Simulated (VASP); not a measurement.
# BaZrO3 (Pm-3m) in VASP: single point with PBE

Aim: the single point of BaZrO3 with PBE.

Everything below comes from runs of VASP 6.6.1. Logs are shortened: lines on timing, memory, paths and dates and some standing lists are left out, and cuts for length are marked.

**1. The cell of the first run**

Symmetry: Pm-3m, No. 221, cubic system. The conventional cell has a = 4.205 Å, b = 4.205 Å, c = 4.205 Å, α = 90.00°, β = 90.00°, γ = 90.00°. Within 3.9 Å of Ba (site symmetry m-3m) lie 12 O at 2.97 Å and 8 Zr at 3.64 Å. Zr (site symmetry m-3m) has 6 O at 2.10 Å within 2.8 Å. O (site symmetry 4/mmm) has 2 Zr at 2.10 Å within 2.8 Å.

**2. Single point, PBE**

INCAR reads:

```
  PREC = Accurate
  ENCUT = 910
  EDIFF = 1E-6
  ISMEAR = -1
  SIGMA = 0.02
  LREAL = F
  LASPH = T
  NELM = 120
  ALGO = Normal
  ISIF = 2
  LWAVE = F
  LCHARG = T
  GGA = PE
  LELF = T
  LVHAR = T
  NBANDS = 28
  GGA_COMPAT = F
```

KPOINTS reads:

```
regular mesh
0
Gamma
  6 6 6
```

POSCAR reads:

```
BaZrO3
1.0
    4.2053549142      0.0000000000      0.0000000000
    0.0000000000      4.2053549142      0.0000000000
    0.0000000000      0.0000000000      4.2053549142
Ba Zr O
1 1 3
Direct
    0.0000000000      0.0000000000      0.0000000000
    0.5000000000      0.5000000000      0.5000000000
    0.5000000000      0.5000000000      0.0000000000
    0.5000000000      0.0000000000      0.5000000000
    0.0000000000      0.5000000000      0.5000000000
```

Potentials or basis: VASP PAW PBE potentials, release 64 (Ba_sv, Zr_sv, O_h).

Run with:

```sh
$ cat potpaw_PBE.64/Ba_sv/POTCAR potpaw_PBE.64/Zr_sv/POTCAR potpaw_PBE.64/O_h/POTCAR > POTCAR
$ mpirun -np 1 vasp_std > vasp.out
```

OUTCAR:

```text
PREC = Accurate
   ENCUT = 910
   EDIFF = 1E-6
   ISMEAR = -1
   LREAL = F
   LASPH = T
   NELM = 120
   ISIF = 2
   GGA = PE

 ion  position               nearest neighbor table
   1  0.000  0.000  0.000-   3 2.97   4 2.97   5 2.97   4 2.97   5 2.97   3 2.97   5 2.97   5 2.97
                             3 2.97   4 2.97   4 2.97   3 2.97   2 3.64   2 3.64   2 3.64   2 3.64
   2  0.500  0.500  0.500-   3 2.10   4 2.10   5 2.10   3 2.10   4 2.10   5 2.10   1 3.64   1 3.64
                             1 3.64   1 3.64   1 3.64   1 3.64   1 3.64   1 3.64
   3  0.500  0.500  0.000-   2 2.10   2 2.10   1 2.97   1 2.97   1 2.97   1 2.97
   4  0.500  0.000  0.500-   2 2.10   2 2.10   1 2.97   1 2.97   1 2.97   1 2.97
   5  0.000  0.500  0.500-   2 2.10   2 2.10   1 2.97   1 2.97   1 2.97   1 2.97

  LATTYP: Found a simple cubic cell.
 ALAT       =     4.2053549142

  Lattice vectors:

 A1 = (   4.2053549142,   0.0000000000,   0.0000000000)
 A2 = (   0.0000000000,   4.2053549142,   0.0000000000)
 A3 = (   0.0000000000,   0.0000000000,   4.2053549142)

Analysis of symmetry for initial positions (statically):
=====================================================================
 Subroutine PRICEL returns:
 Original cell was already a primitive cell.

 Routine SETGRP: Setting up the symmetry group for a
 simple cubic supercell.

 Subroutine GETGRP returns: Found 48 space group operations
 (whereof 48 operations were pure point group operations)
 out of a pool of 48 trial point group operations.

The static configuration has the point symmetry O_h .

Analysis of symmetry for dynamics (positions and initial velocities):
=====================================================================
 Subroutine PRICEL returns:
 Original cell was already a primitive cell.

 Routine SETGRP: Setting up the symmetry group for a
 simple cubic supercell.

 Subroutine GETGRP returns: Found 48 space group operations
 (whereof 48 operations were pure point group operations)
 out of a pool of 48 trial point group operations.

The dynamic configuration has the point symmetry O_h .

 Subroutine INISYM returns: Found 48 space group operations
 (whereof 48 operations are pure point group operations),
 and found     1 'primitive' translations

----------------------------------------------------------------------------------------

                                     Primitive cell

[... 91 lines left out ...]
   EDIFF  = 0.1E-05   stopping-criterion for ELM
   LREAL  =      F    real-space projection
   EDIFFG = 0.1E-04   stopping-criterion for IOM
   NSW    =      0    number of steps for IOM
   IBRION =     -1    ionic relax: 0-MD 1-quasi-New 2-CG
   NFREE  =      0    steps in history (QN), initial steepest desc. (CG)
   ISIF   =      2    stress and relaxation
   ISYM   =      2    0-nonsym 1-usesym 2-fastsym
   POTIM  = 0.5000    time-step for ionic-motion
   TEBEG  =    0.0;   TEEND  =   0.0 temperature during run
   PSTRESS=    0.0 pullay stress
   NELECT =      40.0000    total number of electrons
   NUPDOWN=      -1.0000    fix difference up-down
   EMIN   =  10.00;   EMAX   =-10.00  energy-range for DOS
   EFERMI =   0.00;   METHOD = LEGACY
   ISMEAR =    -1;   SIGMA  =   0.02  broadening in eV -4-tet -1-fermi 0-gaus
   EFERMI_NEDOS =   21; number of points for ismear=-14 and -15
   IALGO  =     38    algorithm
   IMIX   =      4    mixing-type and parameters
     AMIX     =   0.40;   BMIX     =  1.00
     AMIX_MAG =   1.60;   BMIX_MAG =  1.00
  volume/ion in A,a.u.               =      14.87       100.38
  Fermi-wavevector in a.u.,A,eV,Ry     =   1.331350  2.515886 24.116221  1.772492
  Thomas-Fermi vector in A             =   2.460368
   LORBIT       =      0    0 simple, 1 ext, 2 COOP (PROOUT), +10 PAW based schemes
   GGA     = PE    functional components
   LHFCALC =     F    Hartree Fock is set to
   AEXX    =    0.0000 exact exchange contribution
   IVDW    =     0    specifies the selected vdW correction
   LEPSILON=     F    determine dielectric tensor
   LRPA    =     F    only Hartree local field effects (RPA)
 non-spin polarized calculation
  energy-cutoff  :      910.00
  volume of cell :       74.37
 maximum number of plane-waves:      4680
 NGX is ok and might be reduce to    42
   NGX = 21   NGY = 21   NGZ = 21

 number of electron      40.0000010 magnetization

 Free energy of the ion-electron system (eV)
  ---------------------------------------------------
  ext. energy  EPLUGINS =         0.00000000
  ---------------------------------------------------
  free energy    TOTEN  =       -41.72877205 eV

  energy without entropy =      -41.72877205  energy(sigma->0) =      -41.72877205

 E-fermi :   4.5035     XC(G=0): -10.7238

 val. band max:        4.0244105469   @ k =   0.5000   0.5000   0.5000
 cond. band min:       7.1969132838   @ k =   0.0000   0.0000   0.0000
 fundamental gap:      3.1725027369
 Fermi energy:         4.5034742902

 k-point     1 :       0.0000    0.0000    0.0000
  band No.  band energies     occupation
      1     -43.0536      2.00000
      2     -21.3176      2.00000
      3     -21.2014      2.00000
      4     -21.2014      2.00000
      5     -21.2014      2.00000
      6     -12.3265      2.00000
[... 609 lines left out ...]
     27      13.1058      0.00000
     28      13.1058      0.00000

------------------------ aborting loop because EDIFF is reached ----------------------------------------

  FORCE on cell =-STRESS in cart. coord.  units (eV):
  Direction    XX          YY          ZZ          XY          YZ          ZX
  --------------------------------------------------------------------------------------
  -------------------------------------------------------------------------------------
  Total        1.4715408      1.4715408      1.4715408     -0.0000000      0.0000000     -0.0000000
  in kB       31.7011436     31.7011436     31.7011436     -0.0000000      0.0000000     -0.0000000
  external PRESSURE =      31.7011436 kB  Pullay stress =       0.0000000 kB

 VOLUME and BASIS-vectors are now :
 -----------------------------------------------------------------------------
  energy-cutoff  :      910.00
  volume of cell :       74.37
      direct lattice vectors                 reciprocal lattice vectors
     4.205354914  0.000000000  0.000000000     0.237792058  0.000000000  0.000000000
     0.000000000  4.205354914  0.000000000     0.000000000  0.237792058  0.000000000
     0.000000000  0.000000000  4.205354914     0.000000000  0.000000000  0.237792058

 POSITION                                       TOTAL-FORCE (eV/Angst)
 -----------------------------------------------------------------------------------
      0.00000      0.00000      0.00000         0.000000      0.000000      0.000000
      2.10268      2.10268      2.10268         0.000000      0.000000      0.000000
      2.10268      2.10268      0.00000         0.000000      0.000000      0.000000
      2.10268      0.00000      2.10268         0.000000      0.000000      0.000000
      0.00000      2.10268      2.10268         0.000000      0.000000      0.000000
 -----------------------------------------------------------------------------------
    total drift:                                0.000000     -0.000000     -0.000000

  FREE ENERGIE OF THE ION-ELECTRON SYSTEM (eV)
  ---------------------------------------------------
  free  energy   TOTEN  =       -41.7287720461 eV

  energy  without entropy=      -41.7287720461  energy(sigma->0) =      -41.72877205
```

stdout:

```text
POSCAR found type information on POSCAR BaZrO
 POSCAR found :  3 types and       5 ions
 scaLAPACK will be used
 LDA part: xc-table for (Slater+PW92), standard interpolation
 POSCAR, INCAR and KPOINTS ok, starting setup
 FFT: planning ... GRIDC
 FFT: planning ... GRID_SOFT
 FFT: planning ... GRID
 WAVECAR not read
 entering main loop
```

It took 65 s on 1 thread of Intel Xeon Platinum 8488C (Sapphire Rapids), shared host; peak memory 0.32 GiB.

What came out:

| Property | Result |
| --- | --- |
| Free energy | -41.7288 eV |
| Pressure | 3.2 GPa |
| Band gap on the k mesh | 3.17 eV (least direct gap 3.40 eV) |

Caveat: the cell stands under pressure; spin-orbit coupling is left out, which moves the levels of the heavy elements.
